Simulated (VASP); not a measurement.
# GaN (F-43m) in VASP: a series of runs, part 2 of 2

VASP 6.6.1. The steps go on from the part before.

### 4 Relaxation of cell and atoms, PBEsol, target pressure 4 GPa, at which the enthalpy is minimised

Contents of INCAR:

```
SYSTEM = GaN
ALGO = Normal ; EDIFF = 1E-6
EDIFFG = -0.002 ; ENCUT = 600
GGA = PS ; IBRION = 2
ISIF = 3 ; ISMEAR = 0
LASPH = .True. ; LCHARG = .False.
LREAL = .False. ; LWAVE = .False.
NELM = 60 ; NSW = 100
PREC = Accurate ; PSTRESS = 40.0
SIGMA = 0.01
```

Contents of KPOINTS:

```
k-points
0
Gamma
  10 10 10
  0 0 0
```

Contents of POSCAR:

```
GaN
1.0
    2.2491372718      2.2491372718      0.0000000000
   -2.2491372718      2.2491372718      0.0000000000
    0.0000000000      2.2491372718      2.2491372718
Ga N
1 1
Direct
    0.0000000000      0.0000000000      0.0000000000
    0.2500000000      0.7500000000      0.5000000000
```

Potentials or basis: VASP PAW PBE potentials, release 64 (Ga_d, N).

Launch:

```bash
$ cat potpaw_PBE.64/Ga_d/POTCAR potpaw_PBE.64/N/POTCAR > POTCAR
$ mpirun -np 1 vasp_std > vasp.out
```

OUTCAR:

```text
SYSTEM = GaN
   EDIFF = 1E-6
   EDIFFG = -0.002
   ENCUT = 600
   GGA = PS
   IBRION = 2
   ISIF = 3
   ISMEAR = 0
   LASPH = .True.
   LREAL = .False.
   NELM = 60
   NSW = 100
   PREC = Accurate
   PSTRESS = 40.0

 ion  position               nearest neighbor table
   1  0.000  0.000  0.000-   2 1.95   2 1.95   2 1.95   2 1.95
   2  0.250  0.750  0.500-   1 1.95   1 1.95   1 1.95   1 1.95

  LATTYP: Found a face centered cubic cell.
 ALAT       =     4.4982745436

  Lattice vectors:

 A1 = (   0.0000000000,   2.2491372718,   2.2491372718)
 A2 = (   2.2491372718,   0.0000000000,   2.2491372718)
 A3 = (   2.2491372718,   2.2491372718,   0.0000000000)

Analysis of symmetry for initial positions (statically):
=====================================================================
 Subroutine PRICEL returns:
 Original cell was already a primitive cell.

 Routine SETGRP: Setting up the symmetry group for a
 face centered cubic supercell.

 Subroutine GETGRP returns: Found 24 space group operations
 (whereof 24 operations were pure point group operations)
 out of a pool of 48 trial point group operations.

The static configuration has the point symmetry T_d .

Analysis of symmetry for dynamics (positions and initial velocities):
=====================================================================
[... 387 lines left out ...]

 number of electron      18.0000001 magnetization

 Free energy of the ion-electron system (eV)
  ---------------------------------------------------
  ext. energy  EPLUGINS =         0.00000000
  ---------------------------------------------------
  free energy    TOTEN  =       -13.11866228 eV

  energy without entropy =      -13.11866228  energy(sigma->0) =      -13.11866228

 E-fermi :   5.5898     XC(G=0): -12.0553

 val. band max:        5.4639403096   @ k =   0.0000   0.0000   0.0000
 cond. band min:       7.3286970214   @ k =   0.0000   0.0000   0.0000
 fundamental gap:      1.8647567118
 Fermi energy:         5.5898222432

 k-point     1 :       0.0000    0.0000    0.0000
  band No.  band energies     occupation
      1     -10.7180      2.00000
      2      -7.9691      2.00000
      3      -7.9691      2.00000
      4      -7.9691      2.00000
      5      -7.6137      2.00000
      6      -7.6137      2.00000
      7       5.4639      2.00000
      8       5.4639      2.00000
      9       5.4639      2.00000
     10       7.3287      0.00000
     11      15.8436      0.00000
     12      15.8436      0.00000
     13      15.8436      0.00000
[... 354 lines left out ...]
  band No.  band energies     occupation
      1      -9.5160      2.00000
      2      -7.8486      2.00000
      3      -7.7204      2.00000
      4      -7.6750      2.00000
      5      -7.5785      2.00000
      6      -5.8376      2.00000
      7      -0.7320      2.00000
      8       1.2258      2.00000
      9       3.4428      2.00000
     10      10.9129      0.00000
     11      13.4778      0.00000
     12      16.1718      0.00000
     13      17.9710      0.00000

 [... further k-points ...]

------------------------ aborting loop because EDIFF is reached ----------------------------------------

  FORCE on cell =-STRESS in cart. coord.  units (eV):
  Direction    XX          YY          ZZ          XY          YZ          ZX
  --------------------------------------------------------------------------------------
  -------------------------------------------------------------------------------------
  Total        0.5566422      0.5566422      0.5566422      0.0000000     -0.0000000      0.0000000
  in kB       40.0883018     40.0883018     40.0883018      0.0000000     -0.0000000      0.0000000
  external PRESSURE =       0.0883018 kB  Pullay stress =      40.0000000 kB
[... 21 lines left out ...]
  energy  without entropy=      -13.1186622756  energy(sigma->0) =      -13.11866228

  enthalpy is  TOTEN    =       -12.5632461706 eV   P V=        0.5554161051

 reached required accuracy - stopping structural energy minimisation
```

CONTCAR:

```text
GaN
   1.00000000000000
     2.2322681082320597    2.2322681082320597    0.0000000000000000
    -2.2322681082320597    2.2322681082320597    0.0000000000000000
    -0.0000000000000000    2.2322681082320597    2.2322681082320597
  Ga              N
     1     1
Direct
     0.0000000000000000    0.0000000000000000    1.0000000000000000
     0.2500000000000000    0.7500000000000000    0.5000000000000000

  0.00000000E+00  0.00000000E+00  0.00000000E+00
  0.00000000E+00  0.00000000E+00  0.00000000E+00
```

It took 45 s on 1 thread of Intel Xeon Platinum 8488C (Sapphire Rapids), shared host; peak memory 0.17 GiB.

Results:

```
Free energy                                            : -13.1187 eV
Relaxed volume                                         : 11.12 Å³/atom
Relaxed cell                                           : a = 3.157 Å, b = 3.157 Å, c = 3.157 Å, α = 60.00°, β = 60.00°, γ = 90.00°
Space group after relaxing (to 0.05 Å)                 : F-43m (No. 216)
Energy change on relaxing (the enthalpy is what falls) : +2.8 meV/atom
Ionic steps                                            : 7
Pressure after relaxing                                : 4.0 GPa
Band gap on the k mesh                                 : 1.86 eV, direct
```

Step by step:
```csv
step,energy change (eV),largest force (eV/Å),pressure (GPa),volume (Å³)
1,0.0000,0.0000,-0.43,22.76
2,0.0264,0.0000,8.84,21.73
3,0.0053,0.0000,3.36,22.26
4,0.0070,0.0000,4.59,22.20
5,0.0061,0.0000,4.18,22.23
6,0.0059,0.0000,4.12,22.24
7,0.0056,0.0000,4.01,22.25
```

Final structure:
```cif
data_structure
_symmetry_space_group_name_H-M 'P 1'
_symmetry_Int_Tables_number 1
_cell_length_a 3.1569
_cell_length_b 3.1569
_cell_length_c 3.1569
_cell_angle_alpha 60.000
_cell_angle_beta 60.000
_cell_angle_gamma 90.000
_cell_volume 22.25
loop_
_atom_site_label
_atom_site_type_symbol
_atom_site_fract_x
_atom_site_fract_y
_atom_site_fract_z
_atom_site_occupancy
Ga1 Ga 0.00000 0.00000 0.00000 1
N1 N 0.25000 0.75000 0.50000 1
```

Caveat: the cell is relaxed towards a set pressure, so the enthalpy falls and the energy may rise; the PAW data sets were made with another functional, which shifts forces and pressure a little. Expect the measured gap to be larger: semilocal functionals such as PBEsol lack the derivative discontinuity.

### 5 Relaxation of cell and atoms, PBEsol, target pressure 7 GPa, at which the enthalpy is minimised

Contents of INCAR:

```
SYSTEM = GaN
ALGO = Normal
EDIFF = 1E-6
EDIFFG = -0.002
ENCUT = 600
GGA = PS
IBRION = 2
ISIF = 3
ISMEAR = 0
LASPH = .True.
LCHARG = .False.
LREAL = .False.
LWAVE = .False.
NELM = 80
NSW = 100
PREC = Accurate
PSTRESS = 70.0
SIGMA = 0.01
```

KPOINTS is that of step 4.

POSCAR is that of step 4.

Potentials or basis: VASP PAW PBE potentials, release 64 (Ga_d, N).

Launch:

```bash
$ cat potpaw_PBE.64/Ga_d/POTCAR potpaw_PBE.64/N/POTCAR > POTCAR
$ mpirun -np 1 vasp_std > vasp.out
```

OUTCAR:

```text
SYSTEM = GaN
   EDIFF = 1E-6
   EDIFFG = -0.002
   ENCUT = 600
   GGA = PS
   IBRION = 2
   ISIF = 3
   ISMEAR = 0
   LASPH = .True.
   LREAL = .False.
   NELM = 80
   NSW = 100
   PREC = Accurate
   PSTRESS = 70.0

 ion  position               nearest neighbor table
   1  0.000  0.000  0.000-   2 1.95   2 1.95   2 1.95   2 1.95
   2  0.250  0.750  0.500-   1 1.95   1 1.95   1 1.95   1 1.95

  LATTYP: Found a face centered cubic cell.
 ALAT       =     4.4982745436

  Lattice vectors:

 A1 = (   0.0000000000,   2.2491372718,   2.2491372718)
 A2 = (   2.2491372718,   0.0000000000,   2.2491372718)
 A3 = (   2.2491372718,   2.2491372718,   0.0000000000)

Analysis of symmetry for initial positions (statically):
=====================================================================
 Subroutine PRICEL returns:
 Original cell was already a primitive cell.

 Routine SETGRP: Setting up the symmetry group for a
 face centered cubic supercell.

 Subroutine GETGRP returns: Found 24 space group operations
 (whereof 24 operations were pure point group operations)
 out of a pool of 48 trial point group operations.

The static configuration has the point symmetry T_d .

Analysis of symmetry for dynamics (positions and initial velocities):
=====================================================================
 Subroutine PRICEL returns:
 Original cell was already a primitive cell.

 Routine SETGRP: Setting up the symmetry group for a
 face centered cubic supercell.

 Subroutine GETGRP returns: Found 24 space group operations
 (whereof 24 operations were pure point group operations)
 out of a pool of 48 trial point group operations.

The dynamic configuration has the point symmetry T_d .

 Subroutine INISYM returns: Found 24 space group operations
 (whereof 24 operations are pure point group operations),
 and found     1 'primitive' translations

----------------------------------------------------------------------------------------

[... 133 lines left out ...]

 number of electron      18.0000005 magnetization

 Free energy of the ion-electron system (eV)
  ---------------------------------------------------
  ext. energy  EPLUGINS =         0.00000000
  ---------------------------------------------------
  free energy    TOTEN  =       -13.12425474 eV

  energy without entropy =      -13.12425474  energy(sigma->0) =      -13.12425474

------------------------ aborting loop because EDIFF is reached ----------------------------------------

  FORCE on cell =-STRESS in cart. coord.  units (eV):
  Direction    XX          YY          ZZ          XY          YZ          ZX
  --------------------------------------------------------------------------------------
  -------------------------------------------------------------------------------------
  Total       -0.0614779     -0.0614779     -0.0614779      0.0000000     -0.0000000      0.0000000
  in kB       -4.3286453     -4.3286453     -4.3286453      0.0000000     -0.0000000      0.0000000
  external PRESSURE =     -74.3286453 kB  Pullay stress =      70.0000000 kB
[... 177 lines left out ...]
--------------------------------------- Ionic step        6  -------------------------------------------

 number of electron      18.0000000 magnetization

 Free energy of the ion-electron system (eV)
  ---------------------------------------------------
  ext. energy  EPLUGINS =         0.00000000
  ---------------------------------------------------
  free energy    TOTEN  =       -13.10803766 eV

  energy without entropy =      -13.10803766  energy(sigma->0) =      -13.10803766

 E-fermi :   5.7645     XC(G=0): -12.1317

 val. band max:        5.6235936435   @ k =   0.0000   0.0000   0.0000
 cond. band min:       7.5781024624   @ k =   0.0000   0.0000   0.0000
 fundamental gap:      1.9545088190
 Fermi energy:         5.7644578923

 k-point     1 :       0.0000    0.0000    0.0000
  band No.  band energies     occupation
      1     -10.6852      2.00000
      2      -7.8270      2.00000
      3      -7.8270      2.00000
      4      -7.8270      2.00000
      5      -7.4559      2.00000
      6      -7.4559      2.00000
      7       5.6236      2.00000
      8       5.6236      2.00000
      9       5.6236      2.00000
     10       7.5781      0.00000
     11      16.0907      0.00000
     12      16.0907      0.00000
     13      16.0907      0.00000
[... 354 lines left out ...]
  band No.  band energies     occupation
      1      -9.4274      2.00000
      2      -7.7030      2.00000
      3      -7.5678      2.00000
      4      -7.5205      2.00000
      5      -7.4195      2.00000
      6      -5.6707      2.00000
      7      -0.6436      2.00000
      8       1.3194      2.00000
      9       3.5654      2.00000
     10      11.1021      0.00000
     11      13.7493      0.00000
     12      16.4290      0.00000
     13      18.2399      0.00000

 [... further k-points ...]

------------------------ aborting loop because EDIFF is reached ----------------------------------------

  FORCE on cell =-STRESS in cart. coord.  units (eV):
  Direction    XX          YY          ZZ          XY          YZ          ZX
  --------------------------------------------------------------------------------------
  -------------------------------------------------------------------------------------
  Total        0.9574228      0.9574228      0.9574228      0.0000000     -0.0000000      0.0000000
  in kB       69.9268279     69.9268279     69.9268279      0.0000000     -0.0000000      0.0000000
  external PRESSURE =      -0.0731721 kB  Pullay stress =      70.0000000 kB
[... 21 lines left out ...]
  energy  without entropy=      -13.1080376582  energy(sigma->0) =      -13.10803766

  enthalpy is  TOTEN    =       -12.1496129953 eV   P V=        0.9584246629

 reached required accuracy - stopping structural energy minimisation
```

CONTCAR:

```text
GaN
   1.00000000000000
     2.2218437245079796    2.2218437245079796    0.0000000000000000
    -2.2218437245079796    2.2218437245079796    0.0000000000000000
    -0.0000000000000000    2.2218437245079796    2.2218437245079796
  Ga              N
     1     1
Direct
     1.0000000000000000    0.0000000000000000    0.0000000000000000
     0.2500000000000000    0.7500000000000000    0.5000000000000000

  0.00000000E+00  0.00000000E+00  0.00000000E+00
  0.00000000E+00  0.00000000E+00  0.00000000E+00
```

Wall time 45 s (1 thread of Intel Xeon Platinum 8488C (Sapphire Rapids), shared host); peak memory 0.17 GiB.

Results:

- Free energy: -13.1080 eV
- Relaxed volume: 10.97 Å³/atom
- Relaxed cell: a = 3.142 Å, b = 3.142 Å, c = 3.142 Å, α = 60.00°, β = 60.00°, γ = 90.00°
- Space group after relaxing (to 0.05 Å): F-43m (No. 216)
- Energy change on relaxing (the enthalpy is what falls): +8.1 meV/atom
- Ionic steps: 6
- Pressure after relaxing: 7.0 GPa
- Band gap on the k mesh: 1.95 eV, direct

Step by step:
```csv
step,energy change (eV),largest force (eV/Å),pressure (GPa),volume (Å³)
1,0.0000,0.0000,-0.43,22.76
2,0.0800,0.0000,16.60,21.06
3,0.0158,0.0000,6.93,21.95
4,0.0165,0.0000,7.09,21.93
5,0.0158,0.0000,6.86,21.95
6,0.0162,0.0000,6.99,21.94
```

Final structure:
```
Ga N
1.0
     2.22184    2.22184    0.00000
    -2.22184    2.22184    0.00000
     0.00000    2.22184    2.22184
Ga N
1 1
Direct
  0.00000 0.00000 0.00000
  0.25000 0.75000 0.50000
```

Levels at points of the mesh, in eV from the valence-band top:
```tsv
k point	band 5	band 6	band 7	band 8	band 9	band 10	band 11	band 12	band 13
(0.00, 0.00, 0.00)	-13.08	-13.08	0.00	0.00	0.00	1.95	10.47	10.47	10.47
(0.50, 0.00, 0.00)	-13.03	-11.83	-7.40	-1.03	-1.03	4.85	8.84	10.48	10.48
(0.50, 0.50, 0.00)	-12.99	-11.41	-6.36	-2.89	-2.89	3.23	6.80	11.89	14.33
```

Caveat: the cell is relaxed towards a set pressure, so the enthalpy falls and the energy may rise; the PAW data sets were made with another functional, which shifts forces and pressure a little. PBEsol gaps usually lie below the measured ones, often by a third to a half.

### 6 Relaxation of cell and atoms, PBEsol, target pressure 10 GPa, at which the enthalpy is minimised

Contents of INCAR:

```
ALGO = Normal ; EDIFF = 1E-7
EDIFFG = -0.002 ; ENCUT = 600
GGA = PS ; IBRION = 2
ISIF = 3 ; ISMEAR = 0
LASPH = T ; LCHARG = F
LREAL = F ; LWAVE = F
NELM = 100 ; NSW = 100
PREC = Accurate ; PSTRESS = 100.0
SIGMA = 0.01
```

Contents of KPOINTS:

```
k-points
0
Gamma
  10 10 10
```

POSCAR is that of step 5.

Potentials or basis: VASP PAW PBE potentials, release 64 (Ga_d, N).

Launch:

```bash
$ cat potpaw_PBE.64/Ga_d/POTCAR potpaw_PBE.64/N/POTCAR > POTCAR
$ mpirun -np 1 vasp_std > vasp.out
```

Wall time 50 s (1 thread of Intel Xeon Platinum 8488C (Sapphire Rapids), shared host); peak memory 0.17 GiB.

Results (log left out):

- Free energy: -13.0926 eV
- Relaxed volume: 10.82 Å³/atom
- Relaxed cell: a = 3.128 Å, b = 3.128 Å, c = 3.128 Å, α = 60.00°, β = 60.00°, γ = 90.00°
- Space group after relaxing (to 0.05 Å): F-43m (No. 216)
- Energy change on relaxing (the enthalpy is what falls): +15.8 meV/atom
- Ionic steps: 6
- Pressure after relaxing: 10.0 GPa
- Band gap on the k mesh: 2.04 eV, direct

The path:
```csv
step,energy change (eV),largest force (eV/Å),pressure (GPa),volume (Å³)
1,0.0000,0.0000,-0.40,22.76
2,0.1651,0.0000,25.46,20.41
3,0.0310,0.0000,9.91,21.66
4,0.0323,0.0000,10.15,21.63
5,0.0306,0.0000,9.78,21.66
6,0.0316,0.0000,10.02,21.65
```

Final structure:
```cif
data_structure
_symmetry_space_group_name_H-M 'P 1'
_symmetry_Int_Tables_number 1
_cell_length_a 3.1282
_cell_length_b 3.1282
_cell_length_c 3.1282
_cell_angle_alpha 60.000
_cell_angle_beta 60.000
_cell_angle_gamma 90.000
_cell_volume 21.65
loop_
_atom_site_label
_atom_site_type_symbol
_atom_site_fract_x
_atom_site_fract_y
_atom_site_fract_z
_atom_site_occupancy
Ga1 Ga 0.00000 0.00000 0.00000 1
N1 N 0.25000 0.75000 0.50000 1
```

Levels at points of the mesh, in eV from the valence-band top:
```tsv
k point	band 6	band 7	band 8	band 9	band 10	band 11	band 12	band 13
(0.00, 0.00, 0.00)	-13.08	0.00	0.00	0.00	2.04	10.55	10.55	10.55
(0.50, 0.00, 0.00)	-11.83	-7.50	-1.05	-1.05	4.94	8.91	10.55	10.55
(0.50, 0.50, 0.00)	-11.41	-6.42	-2.94	-2.94	3.24	6.88	11.99	14.47
```

Caveat: the cell is relaxed towards a set pressure, so the enthalpy falls and the energy may rise; the PAW data sets were made with another functional, which shifts forces and pressure a little. As with any semilocal functional, this PBEsol gap is likely too small.

### 7 The runs side by side

| cell | gap on the mesh (eV) | pressure (GPa) |
| --- | --- | --- |
| relaxed to -2 GPa | 1.66 | -2.0 |
| relaxed to 2 GPa | 1.80 | 2.0 |
| relaxed to 4 GPa | 1.86 | 4.0 |
| relaxed to 7 GPa | 1.95 | 7.0 |
| relaxed to 10 GPa | 2.04 | 10.0 |

Alike in all rows: task relaxation of cell and atoms; level PBEsol; potentials or basis VASP PAW PBE potentials, release 64 (Ga_d, N); no spin polarisation; k mesh 10 × 10 × 10; cutoff (eV) 600; smearing gaussian 0.01 eV.

Caveats: the cell is relaxed towards a set pressure, so the enthalpy falls and the energy may rise; the PAW data sets were made with another functional, which shifts forces and pressure a little.

Absolute energies hang on the potentials; compare differences alone.
